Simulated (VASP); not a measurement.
Wanted: the native input for a VASP 6.6.1 run.

```yaml
Task: single point
Functional: LDA
Potentials_or_basis: VASP PAW LDA potentials, release 64 (Ge_d)
Cutoff: 520 eV
k_mesh: 6 × 6 × 6
Occupations: gaussian, width 0.15 eV
Spin: no spin polarisation
Dipole_correction: no
Further_INCAR_settings: ALGO = Normal; EDIFF = 1e-06; NBANDS = 36
```

The structure of Ge lies in POSCAR:

```
Ge
1.0
    0.0000000000      2.8857400000      5.1156650000
    2.6304970000      0.0000000000      5.1156650000
    2.6304970000      2.8857400000      0.0000000000
Ge
4
Direct
    0.7818670000      0.7818670000      0.2181330000
    0.2181330000      0.2181330000      0.7818670000
    0.2735100000      0.7264900000      0.2735100000
    0.7264900000      0.2735100000      0.7264900000
```

These files were run (other wordings do the same):

INCAR

```
PREC     = Accurate       # precision mode
ENCUT    = 520            # plane-wave cutoff, eV
EDIFF    = 1E-6           # SCF threshold, eV
ISMEAR   = 0              # smearing method
SIGMA    = 0.15           # smearing width, eV
LREAL    = False          # projectors in reciprocal space
LASPH    = True           # aspherical terms in the spheres
NELM     = 80             # most SCF steps
ALGO     = Normal         # electronic algorithm
ISIF     = 2              # what is computed and relaxed
LWAVE    = False          # write WAVECAR
LCHARG   = False          # write CHGCAR
GGA      = CA             # functional
NBANDS   = 36             # bands
```

KPOINTS

```
regular mesh
0
Gamma
  6 6 6
```

Potentials or basis: VASP PAW LDA potentials, release 64 (Ge_d).

Command:

```console
$ cat potpaw_LDA.64/Ge_d/POTCAR > POTCAR
$ mpirun -np 1 vasp_std > vasp.out
```

Results of the run:

- Pressure: -5.0 GPa
- Largest force: 0.020 eV/Å
- Band gap on the k mesh: zero (band 28 reaches 7.44 eV, above the bottom of band 29 at 4.22 eV)

Run time: 2 min on 1 thread of Intel(R) Xeon(R) Platinum 8259CL CPU @ 2.50GHz (Skylake/Cascade Lake), with other jobs on the host, peak memory 0.25 GiB.
